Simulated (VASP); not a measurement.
**Ag: single point with PBE**

Crystal: Ag.

```
Ag
1.0
     3.02492    0.00000    0.00000
    -1.51246    2.61966    0.00000
     0.00000    0.00000    9.85042
Ag
4
Direct
  0.33333 0.66667 0.25000
  0.66667 0.33333 0.75000
  0.00000 0.00000 0.00000
  0.00000 0.00000 0.50000
```

This cell differs from its parent crystal: strain +0.030 along x and y, +0.030 along z.

| Quantity | Value |
| --- | --- |
| Program | VASP 6.6.1 |
| Task | single point |
| Functional | PBE |
| Potentials or basis | VASP PAW PBE potentials, release 64 (Ag) |
| Cutoff | 520 eV |
| k mesh | 18 × 18 × 6 |
| Occupations | gaussian, width 0.15 eV |
| Spin | no spin polarisation |
| Dipole correction | no |
| Further INCAR settings | ALGO = Fast; EDIFF = 1e-06; NBANDS = 30 |

| Property | Result |
| --- | --- |
| Pressure | -6.2 GPa |
| Band gap on the k mesh | zero (band 22 reaches 9.76 eV, above the bottom of band 23 at 3.71 eV) |

Stress tensor (GPa, compression positive):
```
-6.28  0.00  0.00
 0.00 -6.28  0.00
 0.00  0.00 -6.04
```

Levels at points of the mesh, in eV from the Fermi level:
| k point | band 20 | band 21 | band 22 | band 23 | band 24 | band 25 |
| --- | --- | --- | --- | --- | --- | --- |
| (0.00, 0.00, 0.00) | -3.29 | -3.29 | -2.97 | -2.97 | -0.03 | 2.94 |
| (0.50, 0.00, 0.00) | -2.80 | 0.04 | 0.86 | 0.93 | 1.40 | 3.61 |
| (0.00, 0.00, 0.50) | -3.10 | -3.10 | -3.10 | -2.10 | -2.10 | 5.78 |
| (0.50, 0.00, 0.50) | -2.84 | 0.34 | 0.34 | 1.26 | 1.26 | 4.17 |

Wall time 99 s on 1 thread of Intel(R) Xeon(R) 6975P-C (Granite Rapids), on a shared host, peak memory 0.37 GiB.

Caveat: the cell differs from its parent crystal (strain +0.030 along x and y, +0.030 along z).
